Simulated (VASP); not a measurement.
## HfN: single point with r2SCAN+D4

HfN:

```
CELL_PARAMETERS angstrom
0.00000 2.45890 2.45890
2.45890 0.00000 2.45890
2.45890 2.45890 0.00000
ATOMIC_POSITIONS crystal
Hf 0.00390 0.00131 0.00264
N 0.75038 0.75489 0.74931
```

```
Program             : VASP 6.6.1
Task                : single point
Functional          : r2SCAN
Dispersion          : D4
Potentials or basis : VASP PAW PBE potentials, release 64 (Hf_pv, N)
Cutoff              : 520 eV
k mesh              : 7 × 7 × 7
Occupations         : methfessel-paxton, width 0.1 eV
Spin                : no spin polarisation
```

The pressure is -5.6 GPa and the largest force is 0.186 eV/Å. The dispersion energy per atom is -0.085 eV.

Forces on the atoms (eV/Å):
```
Hf   0.006 -0.186  0.001
N   -0.006  0.186 -0.001
```

Stress tensor (GPa, compression positive):
```
-5.58  0.01 -0.95
 0.01 -5.79  0.03
-0.95  0.03 -5.58
```

Levels at points of the mesh, in eV from the Fermi level:
| k point | band 3 | band 4 | band 5 | band 6 | band 7 | band 8 | band 9 | band 10 | band 11 | band 12 |
| --- | --- | --- | --- | --- | --- | --- | --- | --- | --- | --- |
| (0.00, 0.00, 0.00) | -32.42 | -17.26 | -5.86 | -5.83 | -5.81 | -0.74 | 2.41 | 2.41 | 6.72 | 6.83 |

It took 10 min on 1 thread of AMD EPYC 7571, with other jobs on the host, peak memory 0.19 GiB.

Caveat: the PAW data sets were made with another functional, which shifts forces and pressure a little; spin-orbit coupling is left out, which moves the levels of the heavy elements; pairwise dispersion overbinds metals, which lowers pressure and volume.
